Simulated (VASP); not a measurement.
A run of VASP 6.6.1 is set up as follows.

File INCAR:

```
SYSTEM = HfC
  PREC = Accurate
  ENCUT = 520
  EDIFF = 1E-7
  ISMEAR = 0
  SIGMA = 0.1
  LREAL = .FALSE.
  LASPH = .TRUE.
  NELM = 100
  ALGO = Normal
  ISIF = 2
  LWAVE = .FALSE.
  LCHARG = .TRUE.
  GGA = PE
  LELF = .TRUE.
  LVHAR = .TRUE.
  NBANDS = 22
```

File KPOINTS:

```
Automatic mesh
0
G
  15 15 8
  0 0 0
```

The input POSCAR:

```
HfC
1.0
    3.3132816885      0.0000000000      0.0000000000
   -1.6566408442      2.8693861122      0.0000000000
    0.0000000000      0.0000000000      5.0786292711
Hf C
2 2
Direct
    0.6666666667      0.3333333333      0.7500000000
    0.3333333333      0.6666666667      0.2500000000
    0.0000000000      0.0000000000      0.0000000000
    0.0000000000      0.0000000000      0.5000000000
```

Potentials or basis: VASP PAW PBE potentials, release 64 (Hf_pv, C).

The run is started by

```sh
$ cat potpaw_PBE.64/Hf_pv/POTCAR potpaw_PBE.64/C/POTCAR > POTCAR
$ mpirun -np 1 vasp_std > vasp.out
```

Problem. Predict the band gap on the k mesh.

Solution. Zero (band 14 reaches 7.83 eV, above the bottom of band 15 at 6.37 eV).

Problem. What does it give for the pressure?

Solution. 8.9 GPa.

Stress tensor (GPa, compression positive):
```
 7.12  0.00  0.00
 0.00  7.12  0.00
 0.00  0.00 12.51
```

Caveat: the cell differs from its parent crystal (strained); spin-orbit coupling is left out, which moves the levels of the heavy elements.
